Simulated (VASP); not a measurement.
# La2Ge5As (R-3m) in VASP: single point with PBE

Aim: the single point of La2Ge5As with PBE.

Program: VASP 6.6.1. These are calculated values, not measurements. Logs are shortened: lines on timing, memory, paths and dates and some standing lists are left out, and cuts for length are marked.

## (1) The cell of the first run

Symmetry: R-3m, No. 166, trigonal system. The conventional cell has a = 5.346 Å, b = 5.346 Å, c = 26.068 Å, α = 90.00°, β = 90.00°, γ = 120.00°. Within 4.3 Å of La (site symmetry 3m) lie 11 Ge at 3.23 to 3.75 Å and 3 As at 3.80 Å. Within 4.3 Å of Ge (site symmetry 3m) lie 4 La at 3.24 to 3.31 Å and 3 As at 3.25 Å and 7 Ge at 3.32 to 3.77 Å. Ge (site symmetry 3m) has 1 As at 3.19 Å and 4 La at 3.23 to 3.28 Å and 9 Ge at 3.30 to 3.86 Å within 4.2 Å. Ge (site symmetry -3m) has 8 Ge at 3.30 to 3.32 Å and 6 La at 3.75 Å within 4.3 Å. As (site symmetry -3m) has 8 Ge at 3.19 to 3.25 Å and 6 La at 3.80 Å within 4.2 Å.

The cell was built from a structure type or drawn by symmetry, and may not be a known phase.

## (2) Single point, PBE

Contents of INCAR:

```
PREC = Accurate
ENCUT = 520
EDIFF = 1E-6
ISMEAR = 0
SIGMA = 0.1
LREAL = F
LASPH = T
NELM = 100
ALGO = Normal
ISIF = 2
LWAVE = F
LCHARG = F
GGA = PE
NBANDS = 58
```

Contents of KPOINTS:

```
Automatic mesh
0
Gamma
  6 6 6
```

Contents of POSCAR:

```
La2Ge5As
1.0
    2.6728854200      1.5431911100      8.6892051700
   -2.6728854200      1.5431911100      8.6892051700
    0.0000000000     -3.0863822300      8.6892051700
La Ge As
2 5 1
Direct
    0.7518569800      0.7518569800      0.7518569800
    0.2481430200      0.2481430200      0.2481430200
    0.3725390100      0.3725390100      0.3725390100
    0.8777409800      0.8777409800      0.8777409800
    0.1222590200      0.1222590200      0.1222590200
    0.6274609900      0.6274609900      0.6274609900
    0.5000000000      0.5000000000      0.5000000000
    0.0000000000      0.0000000000      0.0000000000
```

Potentials or basis: VASP PAW PBE potentials, release 64 (La, Ge_d, As).

On the command line:

```
> cat potpaw_PBE.64/La/POTCAR potpaw_PBE.64/Ge_d/POTCAR potpaw_PBE.64/As/POTCAR > POTCAR
> mpirun -np 1 vasp_std > vasp.out
```

OUTCAR:

```text
PREC = Accurate
   ENCUT = 520
   EDIFF = 1E-6
   ISMEAR = 0
   LREAL = F
   LASPH = T
   NELM = 100
   ISIF = 2
   GGA = PE

 ion  position               nearest neighbor table
   1  0.752  0.752  0.752-   5 3.23   5 3.23   5 3.23   6 3.24   4 3.28
   2  0.248  0.248  0.248-   4 3.23   4 3.23   4 3.23   3 3.24   5 3.28
   3  0.373  0.373  0.373-   2 3.24
   4  0.878  0.878  0.878-   2 3.23   2 3.23   2 3.23   1 3.28
   5  0.122  0.122  0.122-   1 3.23   1 3.23   1 3.23   2 3.28
   6  0.627  0.627  0.627-   1 3.24
   7  0.500  0.500  0.500-
   8  0.000  0.000  0.000-

  LATTYP: Found a trigonal (rhomboedric) cell.
 ALAT       =     9.2210651097
 COS(alpha) =     0.8319538755

  Lattice vectors:

 A1 = (   2.6728854200,   1.5431911100,   8.6892051700)
 A2 = (  -2.6728854200,   1.5431911100,   8.6892051700)
 A3 = (   0.0000000000,  -3.0863822300,   8.6892051700)

Analysis of symmetry for initial positions (statically):
=====================================================================
 Subroutine PRICEL returns:
 Original cell was already a primitive cell.

 Routine SETGRP: Setting up the symmetry group for a
 trigonal (rhombohedral) supercell.

 Subroutine GETGRP returns: Found 12 space group operations
 (whereof 12 operations were pure point group operations)
 out of a pool of 12 trial point group operations.

The static configuration has the point symmetry D_3d.

Analysis of symmetry for dynamics (positions and initial velocities):
=====================================================================
 Subroutine PRICEL returns:
 Original cell was already a primitive cell.

 Routine SETGRP: Setting up the symmetry group for a
 trigonal (rhombohedral) supercell.

 Subroutine GETGRP returns: Found 12 space group operations
 (whereof 12 operations were pure point group operations)
 out of a pool of 12 trial point group operations.

The dynamic configuration has the point symmetry D_3d.

 Subroutine INISYM returns: Found 12 space group operations
 (whereof 12 operations are pure point group operations),
 and found     1 'primitive' translations

----------------------------------------------------------------------------------------

                                     Primitive cell
[... 105 lines left out ...]
   EDIFFG = 0.1E-04   stopping-criterion for IOM
   NSW    =      0    number of steps for IOM
   IBRION =     -1    ionic relax: 0-MD 1-quasi-New 2-CG
   NFREE  =      0    steps in history (QN), initial steepest desc. (CG)
   ISIF   =      2    stress and relaxation
   ISYM   =      2    0-nonsym 1-usesym 2-fastsym
   POTIM  = 0.5000    time-step for ionic-motion
   TEBEG  =    0.0;   TEEND  =   0.0 temperature during run
   PSTRESS=    0.0 pullay stress
   NELECT =      97.0000    total number of electrons
   NUPDOWN=      -1.0000    fix difference up-down
   EMIN   =  10.00;   EMAX   =-10.00  energy-range for DOS
   EFERMI =   0.00;   METHOD = LEGACY
   ISMEAR =     0;   SIGMA  =   0.10  broadening in eV -4-tet -1-fermi 0-gaus
   EFERMI_NEDOS =   21; number of points for ismear=-14 and -15
   IALGO  =     38    algorithm
   IMIX   =      4    mixing-type and parameters
     AMIX     =   0.40;   BMIX     =  1.00
     AMIX_MAG =   1.60;   BMIX_MAG =  1.00
  volume/ion in A,a.u.               =      26.88       181.40
  Fermi-wavevector in a.u.,A,eV,Ry     =   1.255514  2.372578 21.447079  1.576316
  Thomas-Fermi vector in A             =   2.389267
   LORBIT       =      0    0 simple, 1 ext, 2 COOP (PROOUT), +10 PAW based schemes
   GGA     = PE    functional components
   LHFCALC =     F    Hartree Fock is set to
   AEXX    =    0.0000 exact exchange contribution
   IVDW    =     0    specifies the selected vdW correction
   LEPSILON=     F    determine dielectric tensor
   LRPA    =     F    only Hartree local field effects (RPA)
 non-spin polarized calculation
 Gauss-broadening in eV      SIGMA  =   0.10
  energy-cutoff  :      520.00
  volume of cell :      215.05
 maximum number of plane-waves:      5810
 NGX is ok and might be reduce to    70
   NGX = 35   NGY = 35   NGZ = 35

 number of electron      97.0000005 magnetization

 Free energy of the ion-electron system (eV)
  ---------------------------------------------------
  ext. energy  EPLUGINS =         0.00000000
  ---------------------------------------------------
  free energy    TOTEN  =       -37.64076345 eV

  energy without entropy =      -37.61541963  energy(sigma->0) =      -37.62809154

 E-fermi :   5.7285     XC(G=0):  -9.9404

 val. band max:        5.7223383461   @ k =   0.5000   0.5000   0.3333
 cond. band min:       5.7337721509   @ k =   0.3333   0.3333   0.1667
 fundamental gap:      0.0114338048
 Fermi energy:         5.7284777464

 k-point     1 :       0.0000    0.0000    0.0000
  band No.  band energies     occupation
      1     -27.2955      2.00000
      2     -27.2931      2.00000
      3     -18.8886      2.00000
      4     -18.8886      2.00000
      5     -18.8877      2.00000
      6     -18.8815      2.00000
[... 1453 lines left out ...]
     57       7.3943      0.00000
     58       7.4449      0.00000

 [... further k-points ...]

------------------------ aborting loop because EDIFF is reached ----------------------------------------

  FORCE on cell =-STRESS in cart. coord.  units (eV):
  Direction    XX          YY          ZZ          XY          YZ          ZX
  --------------------------------------------------------------------------------------
  -------------------------------------------------------------------------------------
  Total       -8.7629520     -8.7629520     -8.9070402      0.0000000      0.0000000      0.0000000
  in kB      -65.2874429    -65.2874427    -66.3609568      0.0000000      0.0000000      0.0000000
  external PRESSURE =     -65.6452808 kB  Pullay stress =       0.0000000 kB

 VOLUME and BASIS-vectors are now :
 -----------------------------------------------------------------------------
  energy-cutoff  :      520.00
  volume of cell :      215.05
      direct lattice vectors                 reciprocal lattice vectors
     2.672885420  1.543191110  8.689205170     0.187063761  0.108001313  0.038361775
    -2.672885420  1.543191110  8.689205170    -0.187063761  0.108001313  0.038361775
     0.000000000 -3.086382230  8.689205170     0.000000000 -0.216002626  0.038361775

 POSITION                                       TOTAL-FORCE (eV/Angst)
 -----------------------------------------------------------------------------------
      0.00000     -0.00000     19.59912         0.000000      0.000000     -0.010898
      0.00000     -0.00000      6.46850         0.000000     -0.000000      0.010898
      0.00000     -0.00000      9.71120         0.000000      0.000000     -0.112567
      0.00000     -0.00000     22.88061         0.000000     -0.000000      0.034970
      0.00000     -0.00000      3.18700         0.000000      0.000000     -0.034970
      0.00000     -0.00000     16.35641         0.000000     -0.000000      0.112567
      0.00000     -0.00000     13.03381         0.000000      0.000000     -0.000000
      0.00000      0.00000      0.00000         0.000000      0.000000     -0.000000
 -----------------------------------------------------------------------------------
    total drift:                                0.000000      0.000000     -0.000000

  FREE ENERGIE OF THE ION-ELECTRON SYSTEM (eV)
  ---------------------------------------------------
  free  energy   TOTEN  =       -37.6407634526 eV

  energy  without entropy=      -37.6154196334  energy(sigma->0) =      -37.62809154
```

OSZICAR:

```text
N       E                     dE             d eps       ncg     rms          rms(c)
DAV:   1     0.112109803140E+04    0.11211E+04   -0.41678E+04  4008   0.360E+03
DAV:   2     0.328773604244E+03   -0.79232E+03   -0.72420E+03  3728   0.896E+02
DAV:   3     0.226769553237E+02   -0.30610E+03   -0.29645E+03  4192   0.294E+02
DAV:   4    -0.323679212754E+02   -0.55045E+02   -0.52331E+02  5624   0.118E+02
DAV:   5    -0.372130938000E+02   -0.48452E+01   -0.45210E+01  6472   0.337E+01    0.437E+00
DAV:   6    -0.375738056059E+02   -0.36071E+00   -0.67109E+00  7032   0.112E+01    0.253E+00
DAV:   7    -0.376298520536E+02   -0.56046E-01   -0.77693E-01  6218   0.468E+00    0.141E+00
DAV:   8    -0.376403455976E+02   -0.10494E-01   -0.13015E-01  6504   0.192E+00    0.316E-01
DAV:   9    -0.376405088440E+02   -0.16325E-03   -0.16122E-02  6996   0.754E-01    0.120E-01
DAV:  10    -0.376407231659E+02   -0.21432E-03   -0.26416E-03  6504   0.309E-01    0.508E-02
DAV:  11    -0.376407575037E+02   -0.34338E-04   -0.34052E-04  6824   0.117E-01    0.171E-02
DAV:  12    -0.376407619041E+02   -0.44004E-05   -0.49391E-05  6624   0.488E-02    0.627E-03
DAV:  13    -0.376407632002E+02   -0.12960E-05   -0.99063E-06  4912   0.202E-02    0.227E-03
DAV:  14    -0.376407634526E+02   -0.25241E-06   -0.96390E-07  2912   0.115E-02
   1 F= -.37640763E+02 E0= -.37628092E+02  d E =-.253438E-01
```

stdout:

```text
POSCAR found type information on POSCAR LaGeAs
 POSCAR found :  3 types and       8 ions
 scaLAPACK will be used
 LDA part: xc-table for (Slater+PW92), standard interpolation
 POSCAR, INCAR and KPOINTS ok, starting setup
 FFT: planning ... GRIDC
 FFT: planning ... GRID_SOFT
 FFT: planning ... GRID
 WAVECAR not read
 entering main loop
```

It took 25 min on 1 thread of AMD EPYC 7R43 (Zen 3), shared host; peak memory 0.89 GiB.

What came out:

| Property | Result |
| --- | --- |
| Free energy | -37.6408 eV |
| Pressure | -6.6 GPa |
| Largest force | 0.113 eV/Å |
| Band gap on the k mesh | zero (an odd number of electrons rules out a gap without spin polarisation) |

Forces in eV/Å, atoms in the order of the input:
```
La   0.000  0.000 -0.011
La   0.000  0.000  0.011
Ge   0.000  0.000 -0.113
Ge   0.000  0.000  0.035
Ge   0.000  0.000 -0.035
Ge   0.000  0.000  0.113
Ge   0.000  0.000  0.000
As   0.000  0.000  0.000
```

Stress tensor (GPa, compression positive):
```
-6.53  0.00  0.00
 0.00 -6.53  0.00
 0.00  0.00 -6.64
```

Caveat: the cell stands under tension; spin-orbit coupling is left out, which moves the levels of the heavy elements.
